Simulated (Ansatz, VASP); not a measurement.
TaN: VASP beside Ansatz

Contents of INCAR:

```
PREC = Accurate
ENCUT = 520
EDIFF = 1E-8
ISMEAR = -1
SIGMA = 0.02
LREAL = False
LASPH = True
NELM = 120
ALGO = Normal
ISIF = 2
LWAVE = False
LCHARG = False
GGA = PS
LEFG = True
NBANDS = 15
GGA_COMPAT = False
```

The input KPOINTS:

```
Automatic mesh
0
Gamma
  9 9 9
```

POSCAR

```
TaN
1.0
    0.0000000000      2.2076743409      2.2076743409
    2.2076743409      0.0000000000      2.2076743409
    2.2076743409      2.2076743409      0.0000000000
Ta N
1 1
Direct
    0.5000000000      0.5000000000      0.5000000000
    0.0000000000      0.0000000000      0.0000000000
```

Input for Ansatz:

```yaml
crystal:
  lattice:
    - [0.0, 2.2076743409, 2.2076743409]
    - [2.2076743409, 0.0, 2.2076743409]
    - [2.2076743409, 2.2076743409, 0.0]
  atoms:
    - { symbol: Ta, position: [0.5, 0.5, 0.5] }
    - { symbol: "N", position: [0.0, 0.0, 0.0] }
kpoints:
  mp_grid: { grid: [9, 9, 9] }
scf:
  occupations: { method: fermi_dirac, width: 0.02 }
hamiltonian:
  xc: pbesol
  pseudopotentials: { kind: all_electron, datasets: crystal }
output:
  forces: true
  stress: true
  eigenvalues: true
  efg: { contact_densities: true }
```

Change from the starting cell: volume scaled by 1.04, crystal datasets.

Alike in both runs: task electric field gradients; functional PBEsol; k mesh 9 × 9 × 9; occupations fermi-dirac, width 0.02 eV; no spin polarisation.

|  | VASP | Ansatz |
| --- | --- | --- |
| version | VASP 6.6.1 | Ansatz 0.2.0 |
| potentials or method | VASP PAW PBE potentials, release 64 (Ta_pv, N), cutoff 520 eV | all-electron PAW with datasets made for the crystal, scalar-relativistic |

|  | VASP | Ansatz | Ansatz less VASP |
| --- | --- | --- | --- |
| pressure (GPa) | -8.3 | -9.1 | -0.79 |

VASP's potentials were made for PBE, not for PBEsol. Ansatz ran all-electron here, and VASP with PAW potentials.

Neither program's run includes spin-orbit coupling.
